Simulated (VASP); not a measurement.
ZnS: relaxation of cell and atoms with PBEsol

Crystal: ZnS.

```
Zn S
1.0
     3.78157    0.00000    0.00000
    -1.89079    3.27494    0.00000
     0.00000    0.00000    6.20898
Zn S
2 2
Direct
  0.33333 0.66667 0.00544
  0.66667 0.33333 0.50544
  0.33333 0.66667 0.37956
  0.66667 0.33333 0.87956
```

* Program: VASP 6.6.1
* Task: relaxation of cell and atoms
* Functional: PBEsol
* Potentials or basis: VASP PAW PBE potentials, release 64 (Zn, S)
* Cutoff: 600 eV
* k mesh: 6 × 6 × 4
* Occupations: gaussian, width 0.01 eV
* Spin: no spin polarisation
* Target pressure: 7 GPa
* Dipole correction: no
* Further INCAR settings: ALGO = Normal; EDIFF = 1e-06; IBRION = 2; EDIFFG = -0.002; NSW = 100; ISIF = 3

* Relaxed volume: 17.87 Å³/atom
* Relaxed cell: a = 3.688 Å, b = 3.688 Å, c = 6.070 Å, α = 90.00°, β = 90.00°, γ = 120.00°
* Space group after relaxing (to 0.1 Å): P6_3mc (No. 186)
* Energy change on relaxing (the run minimises the enthalpy): +28.6 meV/atom
* Ionic steps: 23
* Pressure after relaxing: 7.0 GPa
* Band gap on the k mesh: 2.49 eV

Step by step:
```csv
step,energy change (eV),largest force (eV/Å),pressure (GPa),volume (Å³)
1,0.0000,0.0025,0.19,76.89
2,0.3180,0.0305,12.54,68.15
3,0.1124,0.0181,6.71,71.54
4,0.1203,0.0187,7.20,71.36
5,0.1109,0.0120,6.91,71.57
6,0.1124,0.0131,6.96,71.54
7,0.1120,0.0123,6.91,71.55
8,0.1122,0.0134,6.93,71.54
9,0.1126,0.0080,7.00,71.53
10,0.1134,0.0008,7.05,71.51
11,0.1105,0.0009,6.90,71.58
12,0.1123,0.0011,6.98,71.54
13,0.1126,0.0001,6.95,71.53
14,0.1130,0.0002,6.98,71.52
15,0.1132,0.0003,6.98,71.52
16,0.1133,0.0004,6.98,71.51
17,0.1133,0.0004,6.99,71.51
18,0.1133,0.0008,6.96,71.51
19,0.1133,0.0006,6.97,71.51
20,0.1148,0.0019,7.05,71.48
21,0.1144,0.0009,6.98,71.49
22,0.1145,0.0016,7.01,71.49
23,0.1144,0.0010,6.99,71.49
```

Final structure:
```yaml
crystal:
  lattice:
    - [3.68782, 0.00000, 0.00000]
    - [-1.84391, 3.19375, 0.00000]
    - [0.00000, 0.00000, 6.06972]
  atoms:
    - { symbol: Zn, position: [0.33333, 0.66667, 0.00593] }
    - { symbol: Zn, position: [0.66667, 0.33333, 0.50593] }
    - { symbol: S, position: [0.33333, 0.66667, 0.37907] }
    - { symbol: S, position: [0.66667, 0.33333, 0.87907] }
```

Levels at points of the mesh, in eV from the valence-band top:
| k point | band 16 | band 17 | band 18 | band 19 | band 20 | band 21 |
| --- | --- | --- | --- | --- | --- | --- |
| (0.00, 0.00, 0.00) | -0.12 | 0.00 | 0.00 | 2.49 | 3.17 | 6.14 |
| (0.50, 0.00, 0.00) | -2.63 | -2.04 | -1.04 | 3.43 | 4.36 | 4.87 |
| (0.00, 0.00, 0.50) | -0.55 | -0.55 | -0.55 | 3.71 | 3.71 | 6.63 |
| (0.50, 0.00, 0.50) | -1.93 | -1.90 | -1.90 | 3.38 | 3.38 | 5.03 |

Wall time 3.8 min on 1 thread of Intel(R) Xeon(R) Platinum 8488C (Sapphire Rapids), with other jobs on the host, peak memory 0.23 GiB.

Caveat: the cell is relaxed towards a set pressure, so the run minimises the enthalpy, not the energy; the PAW data sets were made with another functional, which shifts forces and pressure a little.
